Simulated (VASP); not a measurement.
# Cs2AgBiBr6 (Fm-3m) in VASP: settings compared

Aim: see how the results for Cs2AgBiBr6 move with the level of theory and the settings. Levels: PBE, RPBE, revPBE, BLYP. Tasks: single point.

Everything below comes from runs of VASP 6.6.1. Logs are shortened: lines on timing, memory, paths and dates and some standing lists are left out, and cuts for length are marked.

## Step 1: The cell of the first run

Symmetry: Fm-3m, No. 225, cubic system. The conventional cell has a = 11.232 Å, b = 11.232 Å, c = 11.232 Å, α = 90.00°, β = 90.00°, γ = 90.00°. Bi (site symmetry m-3m) has 6 Br at 2.81 Å within 3.7 Å. Within 5.2 Å of Cs (site symmetry -43m) lie 12 Br at 3.97 Å and 4 Bi at 4.86 Å and 4 Ag at 4.86 Å. Within 3.7 Å of Ag (site symmetry m-3m) lie 6 Br at 2.80 Å. Br (site symmetry 4mm) has 1 Ag at 2.80 Å and 1 Bi at 2.81 Å within 3.7 Å.

## Step 2: Single point, PBE

The input, INCAR:

```
SYSTEM = Cs2AgBiBr6
ALGO = Normal
EDIFF = 1E-6
ENCUT = 520
GGA = PE
ISIF = 2
ISMEAR = -1
LASPH = .True.
LCHARG = .False.
LREAL = .False.
LWAVE = .False.
NBANDS = 54
NELM = 60
PREC = Accurate
SIGMA = 0.05
```

The input, KPOINTS:

```
k-points
0
Gamma
  4 4 4
  0 0 0
```

The input, POSCAR:

```
Cs2AgBiBr6
1.0
    0.0000000000      5.6161000000      5.6161000000
    5.6161000000      0.0000000000      5.6161000000
    5.6161000000      5.6161000000      0.0000000000
Bi Cs Ag Br
1 2 1 6
Direct
    0.0000000000      0.0000000000      0.0000000000
    0.7500000000      0.7500000000      0.7500000000
    0.2500000000      0.2500000000      0.2500000000
    0.5000000000      0.5000000000      0.5000000000
    0.7494500000      0.7494500000      0.2505500000
    0.2505500000      0.2505500000      0.7494500000
    0.7494500000      0.2505500000      0.2505500000
    0.7494500000      0.2505500000      0.7494500000
    0.2505500000      0.7494500000      0.7494500000
    0.2505500000      0.7494500000      0.2505500000
```

Potentials or basis: VASP PAW PBE potentials, release 64 (Bi_d, Cs_sv, Ag, Br).

Command:

```console
cat potpaw_PBE.64/Bi_d/POTCAR potpaw_PBE.64/Cs_sv/POTCAR potpaw_PBE.64/Ag/POTCAR potpaw_PBE.64/Br/POTCAR > POTCAR
mpirun -np 1 vasp_std > vasp.out
```

OUTCAR:

```text
SYSTEM = Cs2AgBiBr6
   EDIFF = 1E-6
   ENCUT = 520
   GGA = PE
   ISIF = 2
   ISMEAR = -1
   LASPH = .True.
   LREAL = .False.
   NELM = 60
   PREC = Accurate

 ion  position               nearest neighbor table
   1  0.000  0.000  0.000-   5 2.81   6 2.81   7 2.81   8 2.81   9 2.81  10 2.81
   2  0.750  0.750  0.750-
   3  0.250  0.250  0.250-
   4  0.500  0.500  0.500-   5 2.80   6 2.80   7 2.80   8 2.80   9 2.80  10 2.80
   5  0.749  0.749  0.251-   4 2.80   1 2.81
   6  0.251  0.251  0.749-   4 2.80   1 2.81
   7  0.749  0.251  0.251-   4 2.80   1 2.81
   8  0.749  0.251  0.749-   4 2.80   1 2.81
   9  0.251  0.749  0.749-   4 2.80   1 2.81
  10  0.251  0.749  0.251-   4 2.80   1 2.81

  LATTYP: Found a face centered cubic cell.
 ALAT       =    11.2322000000

  Lattice vectors:

 A1 = (   0.0000000000,   5.6161000000,   5.6161000000)
 A2 = (   5.6161000000,   0.0000000000,   5.6161000000)
 A3 = (   5.6161000000,   5.6161000000,   0.0000000000)

Analysis of symmetry for initial positions (statically):
=====================================================================
 Subroutine PRICEL returns:
 Original cell was already a primitive cell.

 Routine SETGRP: Setting up the symmetry group for a
 face centered cubic supercell.

 Subroutine GETGRP returns: Found 48 space group operations
 (whereof 48 operations were pure point group operations)
 out of a pool of 48 trial point group operations.

The static configuration has the point symmetry O_h .

Analysis of symmetry for dynamics (positions and initial velocities):
=====================================================================
 Subroutine PRICEL returns:
 Original cell was already a primitive cell.

 Routine SETGRP: Setting up the symmetry group for a
 face centered cubic supercell.

 Subroutine GETGRP returns: Found 48 space group operations
 (whereof 48 operations were pure point group operations)
 out of a pool of 48 trial point group operations.

The dynamic configuration has the point symmetry O_h .

 Subroutine INISYM returns: Found 48 space group operations
 (whereof 48 operations are pure point group operations),
 and found     1 'primitive' translations

[... 95 lines left out ...]
   EDIFFG = 0.1E-04   stopping-criterion for IOM
   NSW    =      0    number of steps for IOM
   IBRION =     -1    ionic relax: 0-MD 1-quasi-New 2-CG
   NFREE  =      0    steps in history (QN), initial steepest desc. (CG)
   ISIF   =      2    stress and relaxation
   ISYM   =      2    0-nonsym 1-usesym 2-fastsym
   POTIM  = 0.5000    time-step for ionic-motion
   TEBEG  =    0.0;   TEEND  =   0.0 temperature during run
   PSTRESS=    0.0 pullay stress
   NELECT =      86.0000    total number of electrons
   NUPDOWN=      -1.0000    fix difference up-down
   EMIN   =  10.00;   EMAX   =-10.00  energy-range for DOS
   EFERMI =   0.00;   METHOD = LEGACY
   ISMEAR =    -1;   SIGMA  =   0.05  broadening in eV -4-tet -1-fermi 0-gaus
   EFERMI_NEDOS =   21; number of points for ismear=-14 and -15
   IALGO  =     38    algorithm
   IMIX   =      4    mixing-type and parameters
     AMIX     =   0.40;   BMIX     =  1.00
     AMIX_MAG =   1.60;   BMIX_MAG =  1.00
  volume/ion in A,a.u.               =      35.43       239.07
  Fermi-wavevector in a.u.,A,eV,Ry     =   1.021244  1.929871 14.190049  1.042939
  Thomas-Fermi vector in A             =   2.154858
   LORBIT       =      0    0 simple, 1 ext, 2 COOP (PROOUT), +10 PAW based schemes
   GGA     = PE    functional components
   LHFCALC =     F    Hartree Fock is set to
   AEXX    =    0.0000 exact exchange contribution
   IVDW    =     0    specifies the selected vdW correction
   LEPSILON=     F    determine dielectric tensor
   LRPA    =     F    only Hartree local field effects (RPA)
 non-spin polarized calculation
  energy-cutoff  :      520.00
  volume of cell :      354.27
 maximum number of plane-waves:      9577
   NGX = 29   NGY = 29   NGZ = 29

 number of electron      86.0000013 magnetization

 Free energy of the ion-electron system (eV)
  ---------------------------------------------------
  ext. energy  EPLUGINS =         0.00000000
  ---------------------------------------------------
  free energy    TOTEN  =       -29.47690673 eV

  energy without entropy =      -29.47690621  energy(sigma->0) =      -29.47690647

 E-fermi :   2.0741     XC(G=0):  -8.1654

 val. band max:        1.4413280977   @ k =   0.5000   0.5000   0.0000
 cond. band min:       2.7095625894   @ k =   0.5000   0.0000   0.0000
 fundamental gap:      1.2682344917
 Fermi energy:         2.0740672183

 k-point     1 :       0.0000    0.0000    0.0000
  band No.  band energies     occupation
      1     -21.6682      2.00000
      2     -21.6682      2.00000
      3     -21.6266      2.00000
      4     -21.6266      2.00000
      5     -21.6266      2.00000
      6     -19.3628      2.00000
[... 445 lines left out ...]
     53       7.4801      0.00000
     54       7.7444      0.00000

------------------------ aborting loop because EDIFF is reached ----------------------------------------

  FORCE on cell =-STRESS in cart. coord.  units (eV):
  Direction    XX          YY          ZZ          XY          YZ          ZX
  --------------------------------------------------------------------------------------
  -------------------------------------------------------------------------------------
  Total        4.1149298      4.1149298      4.1149298      0.0000000      0.0000000      0.0000000
  in kB       18.6096634     18.6096634     18.6096634      0.0000000      0.0000000      0.0000000
  external PRESSURE =      18.6096634 kB  Pullay stress =       0.0000000 kB

 VOLUME and BASIS-vectors are now :
 -----------------------------------------------------------------------------
  energy-cutoff  :      520.00
  volume of cell :      354.27
      direct lattice vectors                 reciprocal lattice vectors
     0.000000000  5.616100000  5.616100000    -0.089029754  0.089029754  0.089029754
     5.616100000  0.000000000  5.616100000     0.089029754 -0.089029754  0.089029754
     5.616100000  5.616100000  0.000000000     0.089029754  0.089029754 -0.089029754

 POSITION                                       TOTAL-FORCE (eV/Angst)
 -----------------------------------------------------------------------------------
      0.00000      0.00000      0.00000        -0.000000     -0.000000      0.000000
      8.42415      8.42415      8.42415        -0.000000     -0.000000     -0.000000
      2.80805      2.80805      2.80805         0.000000      0.000000      0.000000
      5.61610      5.61610      5.61610         0.000000      0.000000      0.000000
      5.61610      5.61610      8.41797         0.000000      0.000000     -0.294348
      5.61610      5.61610      2.81423         0.000000      0.000000      0.294348
      2.81423      5.61610      5.61610         0.294348      0.000000      0.000000
      5.61610      8.41797      5.61610         0.000000     -0.294348      0.000000
      8.41797      5.61610      5.61610        -0.294348      0.000000      0.000000
      5.61610      2.81423      5.61610         0.000000      0.294348      0.000000
 -----------------------------------------------------------------------------------
    total drift:                                0.000000      0.000000     -0.000000

  FREE ENERGIE OF THE ION-ELECTRON SYSTEM (eV)
  ---------------------------------------------------
  free  energy   TOTEN  =       -29.4769067326 eV

  energy  without entropy=      -29.4769062078  energy(sigma->0) =      -29.47690647
```

Run time: 2.1 min. Hardware: 1 thread of Intel Xeon Platinum 8488C (Sapphire Rapids), shared host; peak memory 0.6 GiB.

Results:

- Free energy: -29.4769 eV
- Pressure: 1.9 GPa
- Largest force: 0.294 eV/Å
- Band gap on the k mesh: 1.27 eV (least direct gap 2.47 eV)

Forces in eV/Å, atoms in the order of the input:
```
Bi   0.000  0.000  0.000
Cs   0.000  0.000  0.000
Cs   0.000  0.000  0.000
Ag   0.000  0.000  0.000
Br   0.000  0.000 -0.294
Br   0.000  0.000  0.294
Br   0.294  0.000  0.000
Br   0.000 -0.294  0.000
Br  -0.294  0.000  0.000
Br   0.000  0.294  0.000
```

Caveat: spin-orbit coupling is left out, which moves the levels of the heavy elements. A k mesh can miss the band edges.

## Step 3: Single point, RPBE

The input, INCAR:

```
SYSTEM = Cs2AgBiBr6
PREC = Accurate ; ENCUT = 520
EDIFF = 1E-6 ; ISMEAR = -1
SIGMA = 0.05 ; LREAL = .FALSE.
LASPH = .TRUE. ; NELM = 60
ALGO = Normal ; ISIF = 2
LWAVE = .FALSE. ; LCHARG = .FALSE.
GGA = RP ; NBANDS = 54
```

The input, KPOINTS:

```
Automatic mesh
0
G
  4 4 4
  0 0 0
```

POSCAR is that of step 2.

Potentials or basis: VASP PAW PBE potentials, release 64 (Bi_d, Cs_sv, Ag, Br).

Command:

```console
cat potpaw_PBE.64/Bi_d/POTCAR potpaw_PBE.64/Cs_sv/POTCAR potpaw_PBE.64/Ag/POTCAR potpaw_PBE.64/Br/POTCAR > POTCAR
mpirun -np 1 vasp_std > vasp.out
```

It took 2.1 min on 1 thread of Intel Xeon Platinum 8488C (Sapphire Rapids), shared host; peak memory 0.6 GiB.

The run converged. Its results:

| Quantity | Value |
| --- | --- |
| Free energy | -26.8280 eV |
| Pressure | 3.5 GPa |
| Largest force | 0.252 eV/Å |
| Band gap on the k mesh | 1.35 eV (least direct gap 2.53 eV) |

Forces on the atoms (eV/Å):
```
Bi   0.000  0.000  0.000
Cs   0.000  0.000  0.000
Cs   0.000  0.000  0.000
Ag   0.000  0.000  0.000
Br   0.000  0.000 -0.252
Br   0.000  0.000  0.252
Br   0.252  0.000  0.000
Br   0.000 -0.252  0.000
Br  -0.252  0.000  0.000
Br   0.000  0.252  0.000
```

Levels at points of the mesh, in eV from the valence-band top:
| k point | band 41 | band 42 | band 43 | band 44 | band 45 | band 46 |
| --- | --- | --- | --- | --- | --- | --- |
| (0.00, 0.00, 0.00) | -1.28 | -0.70 | -0.70 | 2.39 | 2.39 | 2.39 |
| (0.50, 0.00, 0.00) | -1.38 | -1.30 | -1.30 | 1.35 | 3.75 | 3.75 |
| (0.50, 0.50, 0.00) | -1.29 | -0.71 | 0.00 | 2.88 | 2.88 | 3.24 |

Caveat: the cell stands under pressure; the PAW data sets were made with another functional, which shifts forces and pressure a little; spin-orbit coupling is left out, which moves the levels of the heavy elements.

## Step 4: Single point, revPBE

The input, INCAR:

```
SYSTEM = Cs2AgBiBr6
  PREC = Accurate
  ENCUT = 520
  EDIFF = 1E-7
  ISMEAR = -1
  SIGMA = 0.05
  LREAL = .False.
  LASPH = .True.
  NELM = 60
  ALGO = Normal
  ISIF = 2
  LWAVE = .False.
  LCHARG = .True.
  GGA = RE
  LELF = .True.
  LVHAR = .True.
  NBANDS = 54
```

The input, KPOINTS:

```
regular mesh
0
Gamma
  4 4 4
  0 0 0
```

POSCAR is that of step 3.

Potentials or basis: VASP PAW PBE potentials, release 64 (Bi_d, Cs_sv, Ag, Br).

Command:

```console
cat potpaw_PBE.64/Bi_d/POTCAR potpaw_PBE.64/Cs_sv/POTCAR potpaw_PBE.64/Ag/POTCAR potpaw_PBE.64/Br/POTCAR > POTCAR
mpirun -np 1 vasp_std > vasp.out
```

OUTCAR:

```text
SYSTEM = Cs2AgBiBr6
   PREC = Accurate
   ENCUT = 520
   EDIFF = 1E-7
   ISMEAR = -1
   LREAL = .False.
   LASPH = .True.
   NELM = 60
   ISIF = 2
   GGA = RE

 ion  position               nearest neighbor table
   1  0.000  0.000  0.000-   5 2.81   6 2.81   7 2.81   8 2.81   9 2.81  10 2.81
   2  0.750  0.750  0.750-
   3  0.250  0.250  0.250-
   4  0.500  0.500  0.500-   5 2.80   6 2.80   7 2.80   8 2.80   9 2.80  10 2.80
   5  0.749  0.749  0.251-   4 2.80   1 2.81
   6  0.251  0.251  0.749-   4 2.80   1 2.81
   7  0.749  0.251  0.251-   4 2.80   1 2.81
   8  0.749  0.251  0.749-   4 2.80   1 2.81
   9  0.251  0.749  0.749-   4 2.80   1 2.81
  10  0.251  0.749  0.251-   4 2.80   1 2.81

  LATTYP: Found a face centered cubic cell.
 ALAT       =    11.2322000000

  Lattice vectors:

 A1 = (   0.0000000000,   5.6161000000,   5.6161000000)
 A2 = (   5.6161000000,   0.0000000000,   5.6161000000)
 A3 = (   5.6161000000,   5.6161000000,   0.0000000000)

[... 178 lines left out ...]

 k-point     1 :       0.0000    0.0000    0.0000
  band No.  band energies     occupation
      1     -21.6111      2.00000
      2     -21.6111      2.00000
      3     -21.5739      2.00000
      4     -21.5739      2.00000
      5     -21.5739      2.00000
      6     -19.3064      2.00000
[... 445 lines left out ...]
     53       7.7519      0.00000
     54       7.9593      0.00000

------------------------ aborting loop because EDIFF is reached ----------------------------------------

  FORCE on cell =-STRESS in cart. coord.  units (eV):
  Direction    XX          YY          ZZ          XY          YZ          ZX
  --------------------------------------------------------------------------------------
  -------------------------------------------------------------------------------------
  Total        6.9092339      6.9092339      6.9092339      0.0000000     -0.0000000     -0.0000000
  in kB       31.2468316     31.2468316     31.2468316      0.0000000     -0.0000000     -0.0000000
  external PRESSURE =      31.2468316 kB  Pullay stress =       0.0000000 kB

 VOLUME and BASIS-vectors are now :
 -----------------------------------------------------------------------------
  energy-cutoff  :      520.00
  volume of cell :      354.27
      direct lattice vectors                 reciprocal lattice vectors
     0.000000000  5.616100000  5.616100000    -0.089029754  0.089029754  0.089029754
     5.616100000  0.000000000  5.616100000     0.089029754 -0.089029754  0.089029754
     5.616100000  5.616100000  0.000000000     0.089029754  0.089029754 -0.089029754

 POSITION                                       TOTAL-FORCE (eV/Angst)
 -----------------------------------------------------------------------------------
      0.00000      0.00000      0.00000         0.000000     -0.000000     -0.000000
      8.42415      8.42415      8.42415         0.000000      0.000000     -0.000000
      2.80805      2.80805      2.80805         0.000000     -0.000000     -0.000000
      5.61610      5.61610      5.61610         0.000000     -0.000000     -0.000000
      5.61610      5.61610      8.41797         0.000000      0.000000     -0.261998
      5.61610      5.61610      2.81423         0.000000      0.000000      0.261998
      2.81423      5.61610      5.61610         0.261998      0.000000     -0.000000
      5.61610      8.41797      5.61610         0.000000     -0.261998     -0.000000
      8.41797      5.61610      5.61610        -0.261998      0.000000     -0.000000
      5.61610      2.81423      5.61610         0.000000      0.261998     -0.000000
 -----------------------------------------------------------------------------------
    total drift:                                0.000000      0.000000     -0.000000

  FREE ENERGIE OF THE ION-ELECTRON SYSTEM (eV)
  ---------------------------------------------------
  free  energy   TOTEN  =       -27.0227917730 eV

  energy  without entropy=      -27.0227914630  energy(sigma->0) =      -27.02279162
```

OSZICAR:

```text
N       E                     dE             d eps       ncg     rms          rms(c)
DAV:   1     0.712380206250E+03    0.71238E+03   -0.36991E+04   864   0.140E+03
DAV:   2     0.480859410795E+02   -0.66429E+03   -0.64331E+03  1058   0.300E+02
DAV:   3    -0.259178998252E+02   -0.74004E+02   -0.73623E+02  1032   0.117E+02
DAV:   4    -0.281594130052E+02   -0.22415E+01   -0.22349E+01  1050   0.247E+01
DAV:   5    -0.282349048162E+02   -0.75492E-01   -0.75461E-01  1224   0.407E+00    0.810E+00
DAV:   6    -0.270438299193E+02    0.11911E+01   -0.20782E+00  1130   0.869E+00    0.549E+00
DAV:   7    -0.269961965045E+02    0.47633E-01   -0.12581E+00  1112   0.428E+00    0.241E+00
DAV:   8    -0.270141801951E+02   -0.17984E-01   -0.10866E-01  1008   0.169E+00    0.648E-01
DAV:   9    -0.270202586821E+02   -0.60785E-02   -0.10975E-02  1008   0.549E-01    0.156E-01
DAV:  10    -0.270219921265E+02   -0.17334E-02   -0.20547E-03  1024   0.190E-01    0.978E-02
DAV:  11    -0.270227050945E+02   -0.71297E-03   -0.81220E-04   968   0.118E-01    0.224E-02
DAV:  12    -0.270227680482E+02   -0.62954E-04   -0.64972E-05  1032   0.390E-02    0.146E-02
DAV:  13    -0.270227912092E+02   -0.23161E-04   -0.54366E-05   968   0.281E-02    0.836E-03
DAV:  14    -0.270227911512E+02    0.57991E-07   -0.55155E-06  1112   0.116E-02    0.143E-03
DAV:  15    -0.270227915696E+02   -0.41841E-06   -0.10122E-06   968   0.404E-03    0.135E-03
DAV:  16    -0.270227917377E+02   -0.16810E-06   -0.39805E-07   904   0.248E-03    0.302E-04
DAV:  17    -0.270227917730E+02   -0.35337E-07   -0.23135E-08   722   0.786E-04
   1 F= -.27022792E+02 E0= -.27022792E+02  d E =-.310069E-06
```

Run time: 2.6 min. Hardware: 1 thread of Intel Xeon Platinum 8488C (Sapphire Rapids), shared host; peak memory 0.6 GiB.

Results:

```
Free energy            : -27.0228 eV
Pressure               : 3.1 GPa
Largest force          : 0.262 eV/Å
Band gap on the k mesh : 1.32 eV (least direct gap 2.51 eV)
```

Forces in eV/Å, atoms in the order of the input:
```
Bi   0.000  0.000  0.000
Cs   0.000  0.000  0.000
Cs   0.000  0.000  0.000
Ag   0.000  0.000  0.000
Br   0.000  0.000 -0.262
Br   0.000  0.000  0.262
Br   0.262  0.000  0.000
Br   0.000 -0.262  0.000
Br  -0.262  0.000  0.000
Br   0.000  0.262  0.000
```

Caveat: the cell stands under pressure; the PAW data sets were made with another functional, which shifts forces and pressure a little; spin-orbit coupling is left out, which moves the levels of the heavy elements.

(Part 1 of 2 ends here.)
